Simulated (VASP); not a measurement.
# CuO (F-43m) in VASP: notebook

Aim: see how the results for CuO move with the level of theory and the settings. Levels: PBEsol, LDA. Tasks: vibrations by perturbation theory.

All numbers are computed with VASP 6.6.1; they aren't measurements. Logs are shortened: lines on timing, memory, paths and dates and some standing lists are left out, and cuts for length are marked.

### Step 1. The cell of the first run

The structure is cubic, space group F-43m (No. 216). The conventional cell has a = 4.655 Å, b = 4.655 Å, c = 4.655 Å, α = 90.00°, β = 90.00°, γ = 90.00°. Within 2.7 Å of Cu (site symmetry -43m) lie 4 O at 2.02 Å. Within 2.7 Å of O (site symmetry -43m) lie 4 Cu at 2.02 Å.

### Step 2. Vibrations by perturbation theory, PBEsol

Input file INCAR:

```
  PREC = Accurate
  ENCUT = 600
  EDIFF = 1E-8
  ISMEAR = -1
  SIGMA = 0.05
  LREAL = False
  LASPH = True
  NELM = 120
  ALGO = Normal
  ISIF = 2
  LWAVE = False
  LCHARG = False
  GGA = PS
  IBRION = 8
  NSW = 1
  GGA_COMPAT = False
```

Input file KPOINTS:

```
Automatic mesh
0
Gamma
  10 10 10
```

Input file POSCAR:

```
CuO
1.0
    0.0000000000      2.3272527300      2.3272527300
    2.3272527300      0.0000000000      2.3272527300
    2.3272527300      2.3272527300      0.0000000000
Cu O
1 1
Direct
    0.0000000000      0.0000000000      0.0000000000
    0.2500000000      0.2500000000      0.2500000000
```

Potentials or basis: VASP PAW PBE potentials, release 64 (Cu, O).

Launch:

```bash
$ cat potpaw_PBE.64/Cu/POTCAR potpaw_PBE.64/O/POTCAR > POTCAR
$ mpirun -np 1 vasp_std > vasp.out
```

OUTCAR:

```text
PREC = Accurate
   ENCUT = 600
   EDIFF = 1E-8
   ISMEAR = -1
   LREAL = False
   LASPH = True
   NELM = 120
   ISIF = 2
   GGA = PS
   IBRION = 8
   NSW = 1

 ion  position               nearest neighbor table
   1  0.000  0.000  0.000-   2 2.02   2 2.02   2 2.02   2 2.02
   2  0.250  0.250  0.250-   1 2.02   1 2.02   1 2.02   1 2.02

  LATTYP: Found a face centered cubic cell.
 ALAT       =     4.6545054600

  Lattice vectors:

 A1 = (   0.0000000000,   2.3272527300,   2.3272527300)
 A2 = (   2.3272527300,   0.0000000000,   2.3272527300)
 A3 = (   2.3272527300,   2.3272527300,   0.0000000000)

Analysis of symmetry for initial positions (statically):
=====================================================================
 Subroutine PRICEL returns:
 Original cell was already a primitive cell.

 Routine SETGRP: Setting up the symmetry group for a
 face centered cubic supercell.

 Subroutine GETGRP returns: Found 24 space group operations
 (whereof 24 operations were pure point group operations)
 out of a pool of 48 trial point group operations.

The static configuration has the point symmetry T_d .

Analysis of symmetry for dynamics (positions and initial velocities):
=====================================================================
 Subroutine PRICEL returns:
 Original cell was already a primitive cell.

 Routine SETGRP: Setting up the symmetry group for a
 face centered cubic supercell.

 Subroutine GETGRP returns: Found 24 space group operations
 (whereof 24 operations were pure point group operations)
 out of a pool of 48 trial point group operations.

The dynamic configuration has the point symmetry T_d .

 Subroutine INISYM returns: Found 24 space group operations
 (whereof 24 operations are pure point group operations),
 and found     1 'primitive' translations

----------------------------------------------------------------------------------------

                                     Primitive cell

  volume of cell :      25.2093

  direct lattice vectors                    reciprocal lattice vectors
     0.000000000  2.327252730  2.327252730    -0.214845596  0.214845596  0.214845596
     2.327252730  0.000000000  2.327252730     0.214845596 -0.214845596  0.214845596
     2.327252730  2.327252730  0.000000000     0.214845596  0.214845596 -0.214845596

  length of vectors
     3.291232374  3.291232374  3.291232374     0.372123488  0.372123488  0.372123488

  position of ions in fractional coordinates (direct lattice)
     0.000000000  0.000000000  0.000000000
     0.250000000  0.250000000  0.250000000

  ion indices of the primitive-cell ions
   primitive index   ion index
                 1           1
                 2           2

----------------------------------------------------------------------------------------

 KPOINTS: Automatic mesh

Automatic generation of k-mesh.
 Grid dimensions read from file:
 generate k-points for:   10   10   10

 Generating k-lattice:

  Cartesian coordinates                     Fractional coordinates (reciprocal lattice)
    -0.021484560  0.021484560  0.021484560     0.100000000  0.000000000  0.000000000
     0.021484560 -0.021484560  0.021484560     0.000000000  0.100000000  0.000000000
     0.021484560  0.021484560 -0.021484560     0.000000000  0.000000000  0.100000000

  Length of vectors
     0.037212349  0.037212349  0.037212349

  Shift w.r.t. Gamma in fractional coordinates (k-lattice)
     0.000000000  0.000000000  0.000000000

 Subroutine IBZKPT returns following result:
 ===========================================

 Found     47 irreducible k-points:

 Following reciprocal coordinates:
            Coordinates               Weight
[... 73 lines left out ...]
   LRPA    =     F    only Hartree local field effects (RPA)
 non-spin polarized calculation
  energy-cutoff  :      600.00
  volume of cell :       25.21
 maximum number of plane-waves:       869
 NGX is ok and might be reduce to    28
   NGX = 13   NGY = 13   NGZ = 13

--------------------------------------- Ionic step        1  -------------------------------------------

 number of electron      16.9999993 magnetization

 Free energy of the ion-electron system (eV)
  ---------------------------------------------------
  ext. energy  EPLUGINS =         0.00000000
  ---------------------------------------------------
  free energy    TOTEN  =       -10.26384967 eV

  energy without entropy =      -10.24049978  energy(sigma->0) =      -10.25217472

 E-fermi :   2.8998     XC(G=0): -10.8546

 val. band max:        2.8980034554   @ k =   0.5000   0.0000   0.0000
 cond. band min:       2.9297803328   @ k =  -0.4000   0.1000   0.0000
 fundamental gap:      0.0317768774
 Fermi energy:         2.8997746781

 k-point     1 :       0.0000    0.0000    0.0000
  band No.  band energies     occupation
      1     -15.2936      2.00000
      2      -1.4785      2.00000
      3      -1.4785      2.00000
      4      -1.4785      2.00000
      5       1.0741      2.00000
      6       1.0741      2.00000
      7       3.6241      0.00000
      8       3.6241      0.00000
      9       3.6241      0.00000
     10       3.6974      0.00000
     11      16.6315      0.00000
     12      16.6315      0.00000
[... 331 lines left out ...]
 k-point    24 :       0.4000    0.3000    0.0000
  band No.  band energies     occupation
      1     -14.7148      2.00000
      2      -2.4547      2.00000
      3      -1.0844      2.00000
      4      -1.0387      2.00000
      5       0.8284      2.00000
      6       1.2237      2.00000
      7       1.8820      2.00000
      8       2.3306      1.99998
      9       2.3791      1.99994
     10       7.9738      0.00000
     11      12.6384      0.00000
     12      14.3451      0.00000

 [... further k-points ...]
[... 5 lines left out ...]
  --------------------------------------------------------------------------------------
  -------------------------------------------------------------------------------------
  Total       -2.3876921     -2.3876921     -2.3876921     -0.0000000      0.0000000      0.0000000
  in kB     -151.7498467   -151.7498467   -151.7498467     -0.0000000      0.0000000      0.0000000
  external PRESSURE =    -151.7498467 kB  Pullay stress =       0.0000000 kB

 VOLUME and BASIS-vectors are now :
 -----------------------------------------------------------------------------
  energy-cutoff  :      600.00
  volume of cell :       25.21
      direct lattice vectors                 reciprocal lattice vectors
     0.000000000  2.327252730  2.327252730    -0.214845596  0.214845596  0.214845596
     2.327252730  0.000000000  2.327252730     0.214845596 -0.214845596  0.214845596
     2.327252730  2.327252730  0.000000000     0.214845596  0.214845596 -0.214845596

 POSITION                                       TOTAL-FORCE (eV/Angst)
 -----------------------------------------------------------------------------------
      0.00000      0.00000      0.00000         0.000000      0.000000      0.000000
      1.16363      1.16363      1.16363        -0.000000     -0.000000     -0.000000
 -----------------------------------------------------------------------------------
    total drift:                                0.000000      0.000000      0.000000

  FREE ENERGIE OF THE ION-ELECTRON SYSTEM (eV)
  ---------------------------------------------------
  free  energy   TOTEN  =       -10.2638496694 eV

  energy  without entropy=      -10.2404997795  energy(sigma->0) =      -10.25217472

[... ionic steps 2 to 3 ...]

--------------------------------------- Ionic step        4  -------------------------------------------

------------------------ aborting loop because EDIFF is reached ----------------------------------------

[... ionic steps 5 to 6 ...]

--------------------------------------- Ionic step        7  -------------------------------------------

 Free energy of the ion-electron system (eV)
  ---------------------------------------------------
  ---------------------------------------------------
  free energy    TOTEN  =        -0.35686130 eV

  energy without entropy =       -0.35686130

------------------------ aborting loop because EDIFF is reached ----------------------------------------

 INTERNAL STRAIN TENSOR  FOR ION    2  DIRECTION 1   (eV/Angst):
 -----------------------------------------------------------------------------
    -0.02223 -0.00000  0.00000
    -0.00000  0.01592 -0.82434
     0.00000 -0.82434  0.01592

 INTERNAL STRAIN TENSOR FOR ION    2 for displacements in x,y,z  (eV/Angst):
          X           Y           Z          XY          YZ          ZX
  --------------------------------------------------------------------------------
  x     0.00000     0.00000     0.00000     0.00000    -0.82434     0.00000
  y    -0.00000     0.00000    -0.00000    -0.00000     0.00000    -0.82434
  z     0.00000     0.00000     0.00000    -0.82434     0.00000     0.00000

 SECOND DERIVATIVES (NOT SYMMETRIZED)
 ------------------------------------
               1X          1Y          1Z          2X          2Y          2Z
  1X    -1.967810   -0.000000   -0.000000    1.967810    0.000000    0.000000
  1Y    -0.000000   -1.967810   -0.000000    0.000000    1.967810    0.000000
  1Z    -0.000000   -0.000000   -1.967810    0.000000    0.000000    1.967810
  2X     1.985820    0.000000    0.000000   -1.985820    0.000000    0.000000
  2Y     0.000000    1.985820    0.000000    0.000000   -1.985820    0.000000
  2Z     0.000000    0.000000    1.985820    0.000000    0.000000   -1.985820

 Eigenvectors and eigenvalues of the dynamical matrix
 ----------------------------------------------------

   1 f  =    6.156444 THz    38.682079 2PiTHz  205.356872 cm-1    25.460996 meV
             X         Y         Z           dx          dy          dz
      0.000000  0.000000  0.000000    -0.000000   -0.446860    0.000000
      1.163626  1.163626  1.163626    -0.000000    0.894604    0.000000
[... 21 lines left out ...]
   6 f/i=    0.011211 THz     0.070438 2PiTHz    0.373945 cm-1     0.046363 meV
             X         Y         Z           dx          dy          dz
      0.000000  0.000000  0.000000    -0.894604    0.000000    0.000000
      1.163626  1.163626  1.163626    -0.446860    0.000000    0.000000

--------------------------------------------------------------------------------------------------------

 ELASTIC MODULI CONTR FROM IONIC RELAXATION (kBar)
 Direction    XX          YY          ZZ          XY          YZ          ZX
 --------------------------------------------------------------------------------
 XX          -0.0000     -0.0000     -0.0000      0.0000      0.0000     -0.0000
 YY          -0.0000     -0.0000     -0.0000      0.0000      0.0000      0.0000
 ZZ          -0.0000     -0.0000     -0.0000      0.0000      0.0000     -0.0000
 XY           0.0000      0.0000      0.0000    -17.1395     -0.0000      0.0000
 YZ           0.0000      0.0000      0.0000     -0.0000    -17.1395     -0.0000
 ZX          -0.0000      0.0000     -0.0000      0.0000     -0.0000    -17.1395
 --------------------------------------------------------------------------------
```

It took 2.6 min on 1 thread of AMD EPYC 9R45 (Zen 5), shared host; peak memory 0.27 GiB.

What came out:

```yaml
Highest_phonon_frequency_at_Γ_LO-TO_splitting_left_out: 205 cm⁻¹
```

Phonon frequencies in cm⁻¹ (negative: imaginary):
```tsv
q point	frequencies
(0.000, 0.000, 0.000)	0 0 0 205 205 205
```

Caveat: the cell wasn't relaxed at this level first, which shifts response properties; the PAW data sets were made with another functional, which shifts forces and pressure a little.

### Step 3. Vibrations by perturbation theory, LDA

Input file INCAR:

```
ALGO = Normal
EDIFF = 1E-8
ENCUT = 700
GGA_COMPAT = False
IBRION = 8
ISIF = 2
ISMEAR = -1
LASPH = True
LCHARG = False
LREAL = False
LWAVE = False
NBANDS = 20
NELM = 120
NSW = 1
PREC = Accurate
SIGMA = 0.05
```

Input file KPOINTS:

```
k-points
0
Gamma
  8 8 8
```

POSCAR is that of step 2.

Potentials or basis: VASP PAW LDA potentials, release 64 (Cu_sv_GW, O).

Launch:

```bash
$ cat potpaw_LDA.64/Cu_sv_GW/POTCAR potpaw_LDA.64/O/POTCAR > POTCAR
$ mpirun -np 1 vasp_std > vasp.out
```

OUTCAR:

```text
EDIFF = 1E-8
   ENCUT = 700
   IBRION = 8
   ISIF = 2
   ISMEAR = -1
   LASPH = True
   LREAL = False
   NELM = 120
   NSW = 1
   PREC = Accurate

 ion  position               nearest neighbor table
   1  0.000  0.000  0.000-   2 2.02   2 2.02   2 2.02   2 2.02
   2  0.250  0.250  0.250-   1 2.02   1 2.02   1 2.02   1 2.02

  LATTYP: Found a face centered cubic cell.
 ALAT       =     4.6545054600

  Lattice vectors:

 A1 = (   0.0000000000,   2.3272527300,   2.3272527300)
 A2 = (   2.3272527300,   0.0000000000,   2.3272527300)
 A3 = (   2.3272527300,   2.3272527300,   0.0000000000)

Analysis of symmetry for initial positions (statically):
=====================================================================
 Subroutine PRICEL returns:
 Original cell was already a primitive cell.

 Routine SETGRP: Setting up the symmetry group for a
 face centered cubic supercell.

[... 778 lines left out ...]

 INTERNAL STRAIN TENSOR  FOR ION    2  DIRECTION 1   (eV/Angst):
 -----------------------------------------------------------------------------
    -0.05309 -0.00000  0.00000
    -0.00000  0.03872  1.62996
     0.00000  1.62996  0.03872

 INTERNAL STRAIN TENSOR FOR ION    2 for displacements in x,y,z  (eV/Angst):
          X           Y           Z          XY          YZ          ZX
  --------------------------------------------------------------------------------
  x    -0.00000     0.00000     0.00000    -0.00000     1.62996     0.00000
  y    -0.00000    -0.00000    -0.00000    -0.00000    -0.00000     1.62996
  z     0.00000     0.00000    -0.00000     1.62996     0.00000    -0.00000

 SECOND DERIVATIVES (NOT SYMMETRIZED)
 ------------------------------------
               1X          1Y          1Z          2X          2Y          2Z
  1X    -2.060218   -0.000000   -0.000000    2.060218    0.000000    0.000000
  1Y    -0.000000   -2.060218   -0.000000    0.000000    2.060218    0.000000
  1Z    -0.000000   -0.000000   -2.060218    0.000000    0.000000    2.060218
  2X     1.967760    0.000000    0.000000   -1.967760    0.000000    0.000000
  2Y     0.000000    1.967760    0.000000    0.000000   -1.967760    0.000000
  2Z     0.000000    0.000000    1.967760    0.000000    0.000000   -1.967760

 Eigenvectors and eigenvalues of the dynamical matrix
 ----------------------------------------------------

   1 f  =    6.163158 THz    38.724266 2PiTHz  205.580834 cm-1    25.488763 meV
             X         Y         Z           dx          dy          dz
      0.000000  0.000000  0.000000     0.000000    0.456806   -0.000000
      1.163626  1.163626  1.163626     0.000000   -0.889566    0.000000
[... 21 lines left out ...]
   6 f/i=    0.057492 THz     0.361234 2PiTHz    1.917734 cm-1     0.237769 meV
             X         Y         Z           dx          dy          dz
      0.000000  0.000000  0.000000     0.000000    0.000000    0.889566
      1.163626  1.163626  1.163626     0.000000    0.000000    0.456806

--------------------------------------------------------------------------------------------------------

 ELASTIC MODULI CONTR FROM IONIC RELAXATION (kBar)
 Direction    XX          YY          ZZ          XY          YZ          ZX
 --------------------------------------------------------------------------------
 XX          -0.0000     -0.0000      0.0000     -0.0000      0.0000      0.0000
 YY          -0.0000     -0.0000     -0.0000     -0.0000     -0.0000      0.0000
 ZZ           0.0000     -0.0000     -0.0000      0.0000     -0.0000      0.0000
 XY          -0.0000     -0.0000      0.0000    -77.6778     -0.0000     -0.0000
 YZ           0.0000     -0.0000     -0.0000     -0.0000    -77.6778      0.0000
 ZX           0.0000      0.0000      0.0000     -0.0000      0.0000    -77.6778
 --------------------------------------------------------------------------------
```

Run time: 6.2 min. Hardware: 1 thread of Intel Xeon Platinum 8375C at 2.90GHz (Ice Lake), shared host; peak memory 0.31 GiB.

Results:

```
Highest phonon frequency at Γ, LO-TO splitting left out : 206 cm⁻¹
```

Phonon frequencies in cm⁻¹ (negative: imaginary):
| q point | frequencies |
| --- | --- |
| (0.000, 0.000, 0.000) | -2 -2 -2 206 206 206 |

Caveat: the cell wasn't relaxed at this level first, which shifts response properties.
